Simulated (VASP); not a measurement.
# AlP (F-43m) in VASP: single point with PBE

Aim: the single point of AlP with PBE.

All numbers are computed with VASP 6.6.1; they aren't measurements. Logs are shortened: lines on timing, memory, paths and dates and some standing lists are left out, and cuts for length are marked.

## (1) The cell of the first run

It takes space group F-43m (No. 216, cubic). Conventional cell: a = 5.507 Å, b = 5.507 Å, c = 5.507 Å, α = 90.00°, β = 90.00°, γ = 90.00°. Within 3.1 Å of Al (site symmetry -43m) lie 4 P at 2.38 Å. P (site symmetry -43m) has 4 Al at 2.38 Å within 3.1 Å.

## (2) Single point, PBE

The input, INCAR:

```
PREC     = Accurate       # precision mode
ENCUT    = 500            # plane-wave cutoff, eV
EDIFF    = 1E-6           # SCF threshold, eV
ISMEAR   = 0              # smearing method
SIGMA    = 0.02           # smearing width, eV
LREAL    = False          # projectors in reciprocal space
LASPH    = True           # aspherical terms in the spheres
NELM     = 120            # most SCF steps
ALGO     = Normal         # electronic algorithm
ISIF     = 2              # what is computed and relaxed
LWAVE    = False          # write WAVECAR
LCHARG   = False          # write CHGCAR
GGA      = PE             # functional
NBANDS   = 11             # bands
GGA_COMPAT= False
```

The input, KPOINTS:

```
Automatic mesh
0
Gamma
  8 8 8
```

The input, POSCAR:

```
AlP
1.0
    0.0000000000      2.7534771695      2.7534771695
    2.7534771695      0.0000000000      2.7534771695
    2.7534771695      2.7534771695      0.0000000000
Al P
1 1
Direct
    0.0000000000      0.0000000000      0.0000000000
    0.2500000000      0.2500000000      0.2500000000
```

Potentials or basis: VASP PAW PBE potentials, release 64 (Al, P).

The run is started by

```console
$ cat potpaw_PBE.64/Al/POTCAR potpaw_PBE.64/P/POTCAR > POTCAR
$ mpirun -np 1 vasp_std > vasp.out
```

OUTCAR:

```text
PREC = Accurate
   ENCUT = 500
   EDIFF = 1E-6
   ISMEAR = 0
   LREAL = False
   LASPH = True
   NELM = 120
   ISIF = 2
   GGA = PE

 ion  position               nearest neighbor table
   1  0.000  0.000  0.000-   2 2.38   2 2.38   2 2.38   2 2.38
   2  0.250  0.250  0.250-   1 2.38   1 2.38   1 2.38   1 2.38

  LATTYP: Found a face centered cubic cell.
 ALAT       =     5.5069543390

  Lattice vectors:

 A1 = (   0.0000000000,   2.7534771695,   2.7534771695)
 A2 = (   2.7534771695,   0.0000000000,   2.7534771695)
 A3 = (   2.7534771695,   2.7534771695,   0.0000000000)

Analysis of symmetry for initial positions (statically):
=====================================================================
 Subroutine PRICEL returns:
 Original cell was already a primitive cell.

 Routine SETGRP: Setting up the symmetry group for a
 face centered cubic supercell.

 Subroutine GETGRP returns: Found 24 space group operations
 (whereof 24 operations were pure point group operations)
 out of a pool of 48 trial point group operations.

The static configuration has the point symmetry T_d .

Analysis of symmetry for dynamics (positions and initial velocities):
=====================================================================
 Subroutine PRICEL returns:
 Original cell was already a primitive cell.

 Routine SETGRP: Setting up the symmetry group for a
 face centered cubic supercell.

 Subroutine GETGRP returns: Found 24 space group operations
 (whereof 24 operations were pure point group operations)
 out of a pool of 48 trial point group operations.

The dynamic configuration has the point symmetry T_d .

 Subroutine INISYM returns: Found 24 space group operations
 (whereof 24 operations are pure point group operations),
 and found     1 'primitive' translations

----------------------------------------------------------------------------------------

                                     Primitive cell

  volume of cell :      41.7517

  direct lattice vectors                    reciprocal lattice vectors
     0.000000000  2.753477169  2.753477169    -0.181588577  0.181588577  0.181588577
     2.753477169  0.000000000  2.753477169     0.181588577 -0.181588577  0.181588577
     2.753477169  2.753477169  0.000000000     0.181588577  0.181588577 -0.181588577

  length of vectors
     3.894004757  3.894004757  3.894004757     0.314520641  0.314520641  0.314520641

  position of ions in fractional coordinates (direct lattice)
     0.000000000  0.000000000  0.000000000
     0.250000000  0.250000000  0.250000000

  ion indices of the primitive-cell ions
   primitive index   ion index
                 1           1
                 2           2

----------------------------------------------------------------------------------------

 KPOINTS: Automatic mesh

Automatic generation of k-mesh.
 Grid dimensions read from file:
 generate k-points for:    8    8    8

 Generating k-lattice:

  Cartesian coordinates                     Fractional coordinates (reciprocal lattice)
    -0.022698572  0.022698572  0.022698572     0.125000000  0.000000000  0.000000000
     0.022698572 -0.022698572  0.022698572     0.000000000  0.125000000  0.000000000
     0.022698572  0.022698572 -0.022698572     0.000000000  0.000000000  0.125000000

  Length of vectors
     0.039315080  0.039315080  0.039315080

  Shift w.r.t. Gamma in fractional coordinates (k-lattice)
     0.000000000  0.000000000  0.000000000

 Subroutine IBZKPT returns following result:
 ===========================================

 Found     29 irreducible k-points:

 Following reciprocal coordinates:
            Coordinates               Weight
  0.000000  0.000000  0.000000      1.000000
  0.125000  0.000000  0.000000      8.000000
  0.250000  0.000000  0.000000      8.000000
  0.375000  0.000000  0.000000      8.000000
  0.500000  0.000000  0.000000      4.000000
  0.125000  0.125000  0.000000      6.000000
[... 16 lines left out ...]
  0.500000  0.250000  0.125000     48.000000
 -0.375000  0.250000  0.125000     24.000000
 [... further k-points ...]
   k-points           NKPTS =     29   k-points in BZ     NKDIM =     29   number of bands    NBANDS=     11
   number of dos      NEDOS =    301   number of ions     NIONS =      2
   total plane-waves  NPLWV =  21952
   dimension x,y,z NGX =    28 NGY =   28 NGZ =   28
   dimension x,y,z NGXF=    56 NGYF=   56 NGZF=   56
   ions per type =               1   1
   NGX,Y,Z   is equivalent  to a cutoff of  11.95, 11.95, 11.95 a.u.
   NGXF,Y,Z  is equivalent  to a cutoff of  23.91, 23.91, 23.91 a.u.
 SYSTEM =  unknown system
   PREC   = accura    normal or accurate (medium, high low for compatibility)
   ISTART =      0    job   : 0-new  1-cont  2-samecut
   ICHARG =      2    charge: 1-file 2-atom 10-const
   ISPIN  =      1    spin polarized calculation?
   LNONCOLLINEAR =      F non collinear calculations
   LSORBIT =      F    spin-orbit coupling
   LASPH  =      T    aspherical Exc in radial PAW
   ENCUT  =  500.0 eV  36.75 Ry    6.06 a.u.   7.10  7.10  7.10*2*pi/ulx,y,z
   NELM   =    120;   NELMIN=  2; NELMDL= -5     # of ELM steps
   EDIFF  = 0.1E-05   stopping-criterion for ELM
   LREAL  =      F    real-space projection
   EDIFFG = 0.1E-04   stopping-criterion for IOM
   NSW    =      0    number of steps for IOM
   IBRION =     -1    ionic relax: 0-MD 1-quasi-New 2-CG
   NFREE  =      0    steps in history (QN), initial steepest desc. (CG)
   ISIF   =      2    stress and relaxation
   ISYM   =      2    0-nonsym 1-usesym 2-fastsym
   POTIM  = 0.5000    time-step for ionic-motion
   TEBEG  =    0.0;   TEEND  =   0.0 temperature during run
   PSTRESS=    0.0 pullay stress
   NELECT =       8.0000    total number of electrons
   NUPDOWN=      -1.0000    fix difference up-down
   EMIN   =  10.00;   EMAX   =-10.00  energy-range for DOS
   EFERMI =   0.00;   METHOD = LEGACY
   ISMEAR =     0;   SIGMA  =   0.02  broadening in eV -4-tet -1-fermi 0-gaus
   EFERMI_NEDOS =   21; number of points for ismear=-14 and -15
   IALGO  =     38    algorithm
   IMIX   =      4    mixing-type and parameters
     AMIX     =   0.40;   BMIX     =  1.00
     AMIX_MAG =   1.60;   BMIX_MAG =  1.00
  volume/ion in A,a.u.               =      20.88       140.88
  Fermi-wavevector in a.u.,A,eV,Ry     =   0.943800  1.783524 12.119507  0.890759
  Thomas-Fermi vector in A             =   2.071543
   LORBIT       =      0    0 simple, 1 ext, 2 COOP (PROOUT), +10 PAW based schemes
   GGA     = PE    functional components
   LHFCALC =     F    Hartree Fock is set to
   AEXX    =    0.0000 exact exchange contribution
   IVDW    =     0    specifies the selected vdW correction
   LEPSILON=     F    determine dielectric tensor
   LRPA    =     F    only Hartree local field effects (RPA)
 non-spin polarized calculation
 Gauss-broadening in eV      SIGMA  =   0.02
  energy-cutoff  :      500.00
  volume of cell :       41.75
 maximum number of plane-waves:      1068
   NGX = 15   NGY = 15   NGZ = 15

 number of electron       8.0000001 magnetization

 Free energy of the ion-electron system (eV)
  ---------------------------------------------------
  ext. energy  EPLUGINS =         0.00000000
  ---------------------------------------------------
  free energy    TOTEN  =       -10.37677330 eV

  energy without entropy =      -10.37677330  energy(sigma->0) =      -10.37677330

 E-fermi :   4.4642     XC(G=0):  -9.1094

 val. band max:        4.3478847659   @ k =   0.0000   0.0000   0.0000
 cond. band min:       5.9770887160   @ k =   0.5000   0.5000   0.0000
 fundamental gap:      1.6292039501
 Fermi energy:         4.4642091419

 k-point     1 :       0.0000    0.0000    0.0000
  band No.  band energies     occupation
      1      -7.0120      2.00000
      2       4.3479      2.00000
      3       4.3479      2.00000
      4       4.3479      2.00000
      5       7.4348      0.00000
      6       8.8733      0.00000
      7       8.8733      0.00000
      8       8.8733      0.00000
      9      13.1532      0.00000
     10      13.1532      0.00000
     11      14.4610      0.00000

 k-point     2 :       0.1250    0.0000    0.0000
  band No.  band energies     occupation
      1      -6.8447      2.00000
      2       3.1327      2.00000
      3       4.2033      2.00000
      4       4.2033      2.00000
      5       7.9075      0.00000
      6       9.1500      0.00000
      7       9.1500      0.00000
      8       9.3382      0.00000
      9      12.6745      0.00000
     10      12.6745      0.00000
     11      15.1120      0.00000

 k-point     3 :       0.2500    0.0000    0.0000
  band No.  band energies     occupation
      1      -6.3749      2.00000
      2       1.2202      2.00000
      3       3.9150      2.00000
      4       3.9150      2.00000
      5       7.5714      0.00000
      6       9.4601      0.00000
      7       9.4601      0.00000
      8      11.1199      0.00000
      9      12.6447      0.00000
     10      12.6447      0.00000
     11      14.6228      0.00000

 k-point     4 :       0.3750    0.0000    0.0000
  band No.  band energies     occupation
      1      -5.7476      2.00000
      2      -0.3789      2.00000
      3       3.6837      2.00000
      4       3.6837      2.00000
      5       7.2015      0.00000
      6       9.2939      0.00000
      7       9.2939      0.00000
      8      12.4093      0.00000
      9      13.9970      0.00000
     10      13.9970      0.00000
     11      14.8191      0.00000

 k-point     5 :       0.5000    0.0000    0.0000
  band No.  band energies     occupation
      1      -5.3957      2.00000
      2      -1.0667      2.00000
      3       3.5996      2.00000
      4       3.5996      2.00000
      5       7.0669      0.00000
      6       9.1598      0.00000
      7       9.1598      0.00000
      8      12.5506      0.00000
      9      15.7973      0.00000
     10      15.7973      0.00000
     11      15.9738      0.00000
[... 211 lines left out ...]
 k-point    21 :       0.5000    0.5000    0.0000
  band No.  band energies     occupation
      1      -4.7585      2.00000
      2      -0.8738      2.00000
      3       2.2979      2.00000
      4       2.2979      2.00000
      5       5.9771      0.00000
      6       6.8227      0.00000
      7      15.1993      0.00000
      8      15.1993      0.00000
      9      16.1284      0.00000
     10      16.3363      0.00000
     11      16.3363      0.00000

 k-point    22 :       0.3750    0.2500    0.1250
  band No.  band energies     occupation
      1      -5.9779      2.00000
      2       0.8875      2.00000
      3       2.5044      2.00000
      4       3.4558      2.00000
      5       8.1788      0.00000
      6       9.0827      0.00000
      7       9.7671      0.00000
      8      11.0753      0.00000
      9      12.6045      0.00000
     10      15.0189      0.00000
     11      17.0801      0.00000

 k-point    23 :       0.5000    0.2500    0.1250
  band No.  band energies     occupation
      1      -5.4049      2.00000
      2      -0.1895      2.00000
      3       1.9479      2.00000
      4       3.0853      2.00000
      5       8.2734      0.00000
      6       9.0964      0.00000
      7      10.3184      0.00000
      8      11.3809      0.00000
      9      13.7161      0.00000
     10      15.5456      0.00000
     11      17.0415      0.00000

 k-point    24 :      -0.3750    0.2500    0.1250
  band No.  band energies     occupation
      1      -5.0943      2.00000
      2      -0.7264      2.00000
      3       1.8126      2.00000
      4       2.9045      2.00000
      5       8.2673      0.00000
      6       8.8449      0.00000
      7      11.1539      0.00000
      8      11.9689      0.00000
      9      13.2326      0.00000
     10      15.7035      0.00000
     11      16.9096      0.00000

 [... further k-points ...]

------------------------ aborting loop because EDIFF is reached ----------------------------------------

  FORCE on cell =-STRESS in cart. coord.  units (eV):
  Direction    XX          YY          ZZ          XY          YZ          ZX
  --------------------------------------------------------------------------------------
  -------------------------------------------------------------------------------------
  Total       -0.0143191     -0.0143191     -0.0143191      0.0000000      0.0000000     -0.0000000
  in kB       -0.5494781     -0.5494781     -0.5494781      0.0000000      0.0000000     -0.0000000
  external PRESSURE =      -0.5494781 kB  Pullay stress =       0.0000000 kB

 VOLUME and BASIS-vectors are now :
 -----------------------------------------------------------------------------
  energy-cutoff  :      500.00
  volume of cell :       41.75
      direct lattice vectors                 reciprocal lattice vectors
     0.000000000  2.753477169  2.753477169    -0.181588577  0.181588577  0.181588577
     2.753477169  0.000000000  2.753477169     0.181588577 -0.181588577  0.181588577
     2.753477169  2.753477169  0.000000000     0.181588577  0.181588577 -0.181588577

 POSITION                                       TOTAL-FORCE (eV/Angst)
 -----------------------------------------------------------------------------------
      0.00000      0.00000      0.00000         0.000000      0.000000      0.000000
      1.37674      1.37674      1.37674        -0.000000     -0.000000     -0.000000
 -----------------------------------------------------------------------------------
    total drift:                               -0.000000     -0.000000     -0.000000

  FREE ENERGIE OF THE ION-ELECTRON SYSTEM (eV)
  ---------------------------------------------------
  free  energy   TOTEN  =       -10.3767733048 eV

  energy  without entropy=      -10.3767733048  energy(sigma->0) =      -10.37677330
```

Run time: 6 s. Hardware: 1 thread of AMD EPYC 9R45 (Zen 5), shared host; peak memory 0.12 GiB.

Results:

```
Free energy            : -10.3768 eV
Pressure               : -0.1 GPa
Band gap on the k mesh : 1.63 eV (least direct gap 3.09 eV)
```

Levels at points of the mesh, in eV from the valence-band top:
```
           k point  band 1  band 2  band 3  band 4  band 5  band 6  band 7  band 8  band 9
(0.00, 0.00, 0.00)  -11.36    0.00    0.00    0.00    3.09    4.53    4.53    4.53    8.81
(0.50, 0.00, 0.00)   -9.74   -5.41   -0.75   -0.75    2.72    4.81    4.81    8.20   11.45
(0.50, 0.50, 0.00)   -9.11   -5.22   -2.05   -2.05    1.63    2.47   10.85   10.85   11.78
```

A k mesh can miss the band edges.
